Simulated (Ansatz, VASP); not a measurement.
**One calculation of Co, two programs**

Contents of INCAR:

```
SYSTEM = Co
PREC = Accurate
ENCUT = 520
EDIFF = 1E-6
ISMEAR = -1
SIGMA = 0.1
LREAL = .False.
LASPH = .True.
NELM = 150
ALGO = Normal
ISIF = 2
LWAVE = .False.
LCHARG = .True.
ISPIN = 2
MAGMOM = 2 2
LORBIT = 11
LMAXMIX = 4
GGA = PE
LELF = .True.
LVHAR = .True.
NBANDS = 20
```

File KPOINTS:

```
Automatic mesh
0
Gamma
  11 11 6
  0 0 0
```

Contents of POSCAR:

```
Co
1.0
    2.4873648738      0.0000000000      0.0000000000
   -1.2436824369      2.1541211692      0.0000000000
    0.0000000000      0.0000000000      4.0632895034
Co
2
Direct
    0.6666666667      0.3333333333      0.2598610000
    0.3333333333      0.6666666667      0.7401390000
```

Input for Ansatz:

```yaml
crystal:
  lattice:
    - [2.4873648738, 0.0, 0.0]
    - [-1.2436824369, 2.1541211692, 0.0]
    - [0.0, 0.0, 4.0632895034]
  atoms:
    - { symbol: Co, position: [0.6666666667, 0.3333333333, 0.259861], spin: 2.0 }
    - { symbol: Co, position: [0.3333333333, 0.6666666667, 0.740139], spin: 2.0 }
magnetization:
  spin_polarized: true
kpoints:
  mp_grid: { grid: [11, 11, 6] }
scf:
  occupations: { method: fermi_dirac, width: 0.1 }
  lower_state_search: "off"
hamiltonian:
  xc: pbe
  pseudopotentials: { kind: paw }
output:
  forces: true
  stress: true
  eigenvalues: true
```

Alike in both runs: task single point; functional PBE; k mesh 11 × 11 × 6; occupations fermi-dirac, width 0.1 eV; collinear spin.

|  | VASP | Ansatz |
| --- | --- | --- |
| version | VASP 6.6.1 | Ansatz 0.2.0 |
| potentials or method | VASP PAW PBE potentials, release 64 (Co) | PAW with Ansatz's default frozen-core files, scalar-relativistic |
| plane-wave cutoff (eV) | 520 | 420 |
| valence electrons in the cell | 18 | 34 |

Ansatz gave:

| Property | Result |
| --- | --- |
| pressure (GPa) | 0.0 |
| traceless stress, the component that is largest in VASP (GPa) | -0.84 |
| rms of the force components (eV/Å) | 0.312 |
| net moment per atom (μB) | 1.58 |
| size of the moment on the site where the two differ most (μB) | 1.66 |

Q: What did VASP give for the same quantities?

A: Pressure (GPa): -0.8; traceless stress, the component that is largest in VASP (GPa): -0.91; rms of the force components (eV/Å): 0.304; net moment per atom (μB): 1.57; size of the moment on the site where the two differ most (μB): 1.60.

Site moments also hang on the region over which each program counts them. Atom by atom the forces differ by 0.008 eV/Å (rms over components). With one functional, cell and mesh, what is left measures potentials, basis and numerics. VASP's potentials hold 18 valence electrons a cell and Ansatz's 34, so a difference there can come from the potentials and not from the codes.
